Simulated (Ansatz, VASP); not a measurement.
**One calculation of InSb, two programs**

```
CELL_PARAMETERS angstrom
5.80362 0.00000 0.00000
0.00000 5.80362 0.00000
0.00000 0.00000 8.65631
ATOMIC_POSITIONS crystal
In 0.50000 0.00000 0.00000
In 0.00000 0.50000 0.00000
In 0.50000 0.50000 0.00000
Sb 0.00000 0.00000 0.81798
Sb 0.00000 0.00000 0.18202
Sb 0.00000 0.00000 0.50000
```

Alike in both runs: functional PBE; k mesh 8 × 8 × 4; occupations gaussian, width 0.1 eV; no spin polarisation.

Ansatz relaxed the structure, and its values are those at the end. VASP's run is a single point on that final structure, the one shown.

|  | VASP | Ansatz |
| --- | --- | --- |
| version | VASP 6.6.1 | Ansatz 0.2.0 |
| potentials or method | VASP PAW PBE potentials, release 64 (In_d, Sb), cutoff 520 eV | scalar-relativistic, plane waves, PAW |
| valence electrons in the cell | 54 | 84 |

Ansatz gave:

- gap on the k mesh at the Fermi level (eV): none
- pressure (GPa): 0.0
- rms of the force components (eV/Å): 0.000

Q: Which values does VASP return?

A: gap on the k mesh at the Fermi level (eV): none; pressure (GPa): 0.0; rms of the force components (eV/Å): 0.004.

A gap of «none» marks a metal or a gap that the smearing closes. The functional is the same, so the differences come from potentials, cutoffs and numerics. VASP's potentials hold 54 valence electrons a cell and Ansatz's 84, so a difference there can come from the potentials and not from the codes.

Neither program's run includes spin-orbit coupling.
